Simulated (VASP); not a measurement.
# Ta4Re4H (P2) in VASP: single point with r2SCAN

Aim: the single point of Ta4Re4H with r2SCAN.

Everything below comes from runs of VASP 6.6.1. Logs are shortened: lines on timing, memory, paths and dates and some standing lists are left out, and cuts for length are marked.

## 1. The cell of the first run

It takes space group P2 (No. 3, monoclinic). Conventional cell: a = 5.617 Å, b = 4.464 Å, c = 5.630 Å, α = 90.00°, β = 110.50°, γ = 90.00°. Within 2.5 Å of Ta (site symmetry 1) lie 1 H at 1.90 Å. Within 3.6 Å of Ta (site symmetry 1) lie 8 Re at 2.69 to 3.23 Å and 6 Ta at 2.79 to 3.24 Å and 1 H at 2.96 Å. Re (site symmetry 1) has 1 H at 1.82 Å within 2.4 Å. Within 3.6 Å of Re (site symmetry 1) lie 8 Ta at 2.70 to 3.23 Å and 6 Re at 2.78 to 3.27 Å and 1 H at 2.84 Å. H (site symmetry 2) has 2 Re at 1.82 Å and 2 Ta at 1.90 Å within 2.4 Å.

## 2. Single point, r2SCAN

POSCAR reads:

```
Ta4Re4H
1.0
    3.1993807983     -4.6165069924      0.0000000000
    3.2112406683      4.6242434040      0.0000000000
    0.0000000000      0.0000000000      4.4635898808
Ta Re H
4 4 1
Direct
    0.2454574988      0.2595178412      0.5082133858
    0.2452958599      0.7616397332      0.4982664740
    0.7391975952      0.2558270648      0.5082133858
    0.7393592341      0.7537051728      0.4982664740
   -0.0146306036     -0.0108277741     -0.0070920060
   -0.0007143024      0.5261726801     -0.0070920060
    0.4934485538      0.0108270254     -0.0003308974
    0.4912065402      0.5045178806     -0.0003308974
   -0.0076724530      0.2576724530      0.2241083094
```

INCAR.step1 reads:

```
PREC = Accurate
ENCUT = 660
ISMEAR = 0
SIGMA = 0.1
LREAL = F
LASPH = T
NELM = 120
NBANDS = 46
GGA = PE
ALGO = Normal
EDIFF = 1E-5
LWAVE = T
LCHARG = F
GGA_COMPAT = F
KPAR = 4
```

INCAR.step2 reads:

```
PREC = Accurate
ENCUT = 660
EDIFF = 1E-6
ISMEAR = 0
SIGMA = 0.1
LREAL = F
LASPH = T
NELM = 120
ALGO = Normal
ISIF = 2
LWAVE = F
LCHARG = F
METAGGA = R2SCAN
LMIXTAU = T
NBANDS = 46
ISTART = 1
GGA_COMPAT = F
KPAR = 4
```

KPOINTS reads:

```
Automatic mesh
0
Gamma
  6 6 8
```

Potentials or basis: VASP PAW PBE potentials, release 64 (Ta_pv, Re, H).

Run with:

```console
cat potpaw_PBE.64/Ta_pv/POTCAR potpaw_PBE.64/Re/POTCAR potpaw_PBE.64/H/POTCAR > POTCAR
cp INCAR.step1 INCAR
mpirun -np 4 vasp_std > vasp.out
cp INCAR.step2 INCAR
mpirun -np 4 vasp_std > vasp.out
```

OUTCAR:

```text
PREC = Accurate
   ENCUT = 660
   EDIFF = 1E-6
   ISMEAR = 0
   LREAL = F
   LASPH = T
   NELM = 120
   ISIF = 2
   METAGGA = R2SCAN
   ISTART = 1

 ion  position               nearest neighbor table
   1  0.245  0.260  0.508-   9 1.90   8 2.70   5 2.75   8 2.76   3 2.78   2 2.80   2 2.83   3 2.84
                             5 2.86   4 3.17   7 3.17   6 3.21   7 3.23   4 3.24   6 3.30
   2  0.245  0.762  0.498-   6 2.69   6 2.73   7 2.74   7 2.75   4 2.79   1 2.80   4 2.83   1 2.83
                             5 3.16   3 3.17   5 3.19   8 3.22   8 3.23   3 3.24
   3  0.739  0.256  0.508-   9 1.90   7 2.70   6 2.75   7 2.76   1 2.78   4 2.80   4 2.83   1 2.84
                             6 2.86   2 3.17   8 3.17   5 3.21   8 3.23   2 3.24   5 3.30
   4  0.739  0.754  0.498-   5 2.69   5 2.73   8 2.74   8 2.75   2 2.79   3 2.80   2 2.83   3 2.83
                             6 3.16   1 3.17   6 3.19   7 3.22   7 3.23   1 3.24
   5  0.985  0.989  0.993-   9 1.82   6 2.64   4 2.69   4 2.73   1 2.75   7 2.81   7 2.81   1 2.86
                             6 3.00   8 3.14   2 3.16   2 3.19   3 3.21   8 3.27   3 3.30
   6  0.999  0.526  0.993-   9 1.82   5 2.64   2 2.69   2 2.73   3 2.75   8 2.81   8 2.81   3 2.86
                             5 3.00   7 3.14   4 3.16   4 3.19   1 3.21   7 3.27   1 3.30
   7  0.493  0.011  1.000-   3 2.70   2 2.74   2 2.75   3 2.76   8 2.78   5 2.81   5 2.81   8 2.85
                             6 3.14   1 3.17   4 3.22   4 3.23   1 3.23   6 3.27
   8  0.491  0.505  1.000-   1 2.70   4 2.74   4 2.75   1 2.76   7 2.78   6 2.81   6 2.81   7 2.85
                             5 3.14   3 3.17   2 3.22   2 3.23   3 3.23   5 3.27
   9  0.992  0.258  0.224-   5 1.82   6 1.82   1 1.90   3 1.90

  LATTYP: Found a simple monoclinic cell.
 ALAT       =     5.6167761486
 B/A-ratio  =     0.7946889395
 C/A-ratio  =     1.0023352752
 COS(beta)  =    -0.3501968097

  Lattice vectors:

 A1 = (   3.1993807983,  -4.6165069924,   0.0000000000)
 A2 = (   0.0000000000,   0.0000000000,  -4.4635898808)
 A3 = (   3.2112406683,   4.6242434040,   0.0000000000)

Analysis of symmetry for initial positions (statically):
=====================================================================
 Subroutine PRICEL returns:
 Original cell was already a primitive cell.

 Routine SETGRP: Setting up the symmetry group for a
 simple monoclinic supercell.

 Subroutine GETGRP returns: Found  2 space group operations
 (whereof  1 operations were pure point group operations)
 out of a pool of  4 trial point group operations.

The static configuration has the point symmetry C_1 .
 The point group associated with its full space group is C_2 .

Analysis of symmetry for dynamics (positions and initial velocities):
=====================================================================
 Subroutine PRICEL returns:
 Original cell was already a primitive cell.

[... 137 lines left out ...]
   ISMEAR =     0;   SIGMA  =   0.10  broadening in eV -4-tet -1-fermi 0-gaus
   EFERMI_NEDOS =   21; number of points for ismear=-14 and -15
   IALGO  =     38    algorithm
   IMIX   =      4    mixing-type and parameters
     AMIX     =   0.40;   BMIX     =  1.00
     AMIX_MAG =   1.60;   BMIX_MAG =  1.00
  volume/ion in A,a.u.               =      14.69        99.13
  Fermi-wavevector in a.u.,A,eV,Ry     =   1.343060  2.538016 24.542332  1.803810
  Thomas-Fermi vector in A             =   2.471164
   LORBIT       =      0    0 simple, 1 ext, 2 COOP (PROOUT), +10 PAW based schemes
   METAGGA = R2SCAN    functional components
   LHFCALC =     F    Hartree Fock is set to
   AEXX    =    0.0000 exact exchange contribution
   IVDW    =     0    specifies the selected vdW correction
   LEPSILON=     F    determine dielectric tensor
   LRPA    =     F    only Hartree local field effects (RPA)
 non-spin polarized calculation
 Gauss-broadening in eV      SIGMA  =   0.10
  energy-cutoff  :      660.00
  volume of cell :      132.21
 maximum number of plane-waves:      5122
   NGX = 23   NGY = 23   NGZ = 19

 number of electron      73.0000001 magnetization

 Free energy of the ion-electron system (eV)
  ---------------------------------------------------
  ext. energy  EPLUGINS =         0.00000000
  ---------------------------------------------------
  free energy    TOTEN  =      -408.88800922 eV

  energy without entropy =     -408.86325694  energy(sigma->0) =     -408.87563308

 E-fermi :   7.0501     XC(G=0): -14.3403

 val. band max:        7.0464703428   @ k =   0.3333   0.0000   0.5000
 cond. band min:       7.0520474633   @ k =   0.5000   0.1667   0.3750
 fundamental gap:      0.0055771205
 Fermi energy:         7.0500672932

 k-point     1 :       0.0000    0.0000    0.0000
  band No.  band energies     occupation
      1     -29.1272      2.00000
      2     -29.0124      2.00000
      3     -29.0076      2.00000
      4     -28.6277      2.00000
      5     -28.5178      2.00000
      6     -28.5090      2.00000
[... 1165 lines left out ...]
     45       9.6804      0.00000
     46       9.7207      0.00000

 [... further k-points ...]

------------------------ aborting loop because EDIFF is reached ----------------------------------------

  FORCE on cell =-STRESS in cart. coord.  units (eV):
  Direction    XX          YY          ZZ          XY          YZ          ZX
  --------------------------------------------------------------------------------------
  -------------------------------------------------------------------------------------
  Total        0.4917751      0.5572372      0.2872040      0.0468800      0.0000000      0.0000000
  in kB        5.9595863      6.7528909      3.4804871      0.5681162      0.0000000      0.0000000
  external PRESSURE =       5.3976548 kB  Pullay stress =       0.0000000 kB

 VOLUME and BASIS-vectors are now :
 -----------------------------------------------------------------------------
  energy-cutoff  :      660.00
  volume of cell :      132.21
      direct lattice vectors                 reciprocal lattice vectors
     3.199380798 -4.616506992  0.000000000     0.156121955 -0.108416692  0.000000000
     3.211240668  4.624243404  0.000000000     0.155860761  0.108016283  0.000000000
     0.000000000  0.000000000  4.463589881     0.000000000  0.000000000  0.224034920

 POSITION                                       TOTAL-FORCE (eV/Angst)
 -----------------------------------------------------------------------------------
      1.61869      0.06692      2.26846        -0.005203     -0.012208      0.022701
      3.23060      2.38960      2.22406         0.014615     -0.003678      0.003397
      3.18650     -2.22950      2.26846         0.005203      0.012208      0.022701
      4.78582      0.07206      2.22406        -0.014615      0.003678      0.003397
      6.32904      0.02521      4.43193        -0.041859     -0.061589     -0.032623
      4.88676     -2.18006      4.43193         0.041859      0.061589     -0.032623
      1.61350     -2.22794      4.46211        -0.001908      0.008949     -0.005387
      3.19169      0.06536      4.46211         0.001908     -0.008949     -0.005387
      4.00228     -3.38955      1.00033         0.000000     -0.000000      0.023824
 -----------------------------------------------------------------------------------
    total drift:                                0.000003      0.000000      0.000169

  FREE ENERGIE OF THE ION-ELECTRON SYSTEM (eV)
  ---------------------------------------------------
  free  energy   TOTEN  =      -408.8880092229 eV

  energy  without entropy=     -408.8632569418  energy(sigma->0) =     -408.87563308
```

OUTCAR.step1:

```text
PREC = Accurate
   ENCUT = 660
   ISMEAR = 0
   LREAL = F
[... 1437 lines left out ...]
      4.88676     -2.18006      4.43193         0.096841      0.062040     -0.060128
      1.61350     -2.22794      4.46211        -0.029872      0.015500      0.016630
      3.19169      0.06536      4.46211         0.029872     -0.015500      0.016630
      4.00228     -3.38955      1.00033         0.000000      0.000000      0.027906
 -----------------------------------------------------------------------------------
    total drift:                                0.000003     -0.000002     -0.002966

  FREE ENERGIE OF THE ION-ELECTRON SYSTEM (eV)
  ---------------------------------------------------
  free  energy   TOTEN  =      -101.1902884337 eV

  energy  without entropy=     -101.1642765419  energy(sigma->0) =     -101.17728249
```

OSZICAR.step1:

```text
N       E                     dE             d eps       ncg     rms          rms(c)
DAV:   1     0.925437886776E+03    0.92544E+03   -0.39570E+04 16504   0.213E+03
DAV:   2     0.446716701975E+01   -0.92097E+03   -0.88151E+03 17384   0.100E+03
DAV:   3    -0.913747988104E+02   -0.95842E+02   -0.87312E+02 17796   0.422E+02
DAV:   4    -0.104660289275E+03   -0.13285E+02   -0.12255E+02 15736   0.124E+02
DAV:   5    -0.106686288387E+03   -0.20260E+01   -0.19567E+01 17464   0.300E+01    0.646E+01
DAV:   6    -0.102906572038E+03    0.37797E+01   -0.18595E+01 16968   0.510E+01    0.216E+01
DAV:   7    -0.102430593236E+03    0.47598E+00   -0.17101E+01 16168   0.317E+01    0.158E+01
DAV:   8    -0.101163422632E+03    0.12672E+01   -0.53387E+00 16808   0.287E+01    0.254E+00
DAV:   9    -0.101213666032E+03   -0.50243E-01   -0.66703E-01 17248   0.560E+00    0.148E+00
DAV:  10    -0.101194640893E+03    0.19025E-01   -0.85512E-02 16832   0.364E+00    0.652E-01
DAV:  11    -0.101190782529E+03    0.38584E-02   -0.17640E-02 17240   0.131E+00    0.391E-01
DAV:  12    -0.101190462813E+03    0.31972E-03   -0.42843E-03 15856   0.712E-01    0.188E-01
DAV:  13    -0.101190284655E+03    0.17816E-03   -0.76020E-04 15544   0.380E-01    0.890E-02
DAV:  14    -0.101190279390E+03    0.52648E-05   -0.18331E-04 12200   0.181E-01    0.345E-02
DAV:  15    -0.101190288434E+03   -0.90436E-05   -0.90248E-05 11176   0.900E-02
   1 F= -.10119029E+03 E0= -.10117728E+03  d E =-.260119E-01
```

It took 22 min on 4 MPI ranks of Intel Xeon Platinum 8375C at 2.90GHz (Ice Lake), shared host; peak memory 0.85 GiB.

Results:

```
Free energy   : -408.8880 eV
Pressure      : 0.5 GPa
Largest force : 0.081 eV/Å
```

Forces on the atoms (eV/Å):
```
Ta  -0.005 -0.012  0.023
Ta   0.015 -0.004  0.003
Ta   0.005  0.012  0.023
Ta  -0.015  0.004  0.003
Re  -0.042 -0.062 -0.033
Re   0.042  0.062 -0.033
Re  -0.002  0.009 -0.005
Re   0.002 -0.009 -0.005
H    0.000  0.000  0.024
```

Stress tensor (GPa, compression positive):
```
0.60 0.06 0.00
0.06 0.68 0.00
0.00 0.00 0.35
```

Levels at points of the mesh, in eV from the Fermi level:
| k point | band 32 | band 33 | band 34 | band 35 | band 36 | band 37 | band 38 | band 39 | band 40 | band 41 |
| --- | --- | --- | --- | --- | --- | --- | --- | --- | --- | --- |
| (0.00, 0.00, 0.00) | -1.74 | -1.48 | -0.58 | -0.46 | 0.31 | 0.38 | 0.62 | 1.14 | 1.14 | 1.62 |
| (0.50, 0.00, 0.00) | -1.82 | -1.81 | -1.56 | -0.83 | -0.63 | 0.45 | 0.55 | 0.61 | 0.67 | 1.94 |
| (0.00, 0.50, 0.00) | -1.84 | -1.59 | -1.54 | -0.81 | -0.62 | 0.37 | 0.55 | 0.58 | 0.82 | 1.85 |
| (0.50, 0.50, 0.00) | -2.29 | -1.34 | -1.16 | -0.59 | -0.47 | -0.30 | -0.28 | 0.41 | 0.52 | 1.26 |
| (0.00, 0.00, 0.50) | -0.94 | -0.46 | -0.12 | 0.01 | 0.02 | 0.40 | 0.59 | 0.76 | 1.02 | 1.34 |
| (0.50, 0.00, 0.50) | -2.47 | -2.19 | -2.18 | -1.99 | -1.54 | 0.13 | 0.50 | 0.65 | 0.99 | 1.19 |
| (0.00, 0.50, 0.50) | -2.43 | -2.31 | -2.17 | -1.70 | -1.64 | 0.01 | 0.29 | 0.99 | 1.14 | 1.28 |
| (0.50, 0.50, 0.50) | -1.74 | -1.68 | -1.57 | -1.24 | -1.21 | -1.02 | -0.91 | 0.48 | 0.50 | 1.48 |

Caveat: the PAW data sets were made with another functional, which shifts forces and pressure a little; spin-orbit coupling is left out, which moves the levels of the heavy elements.
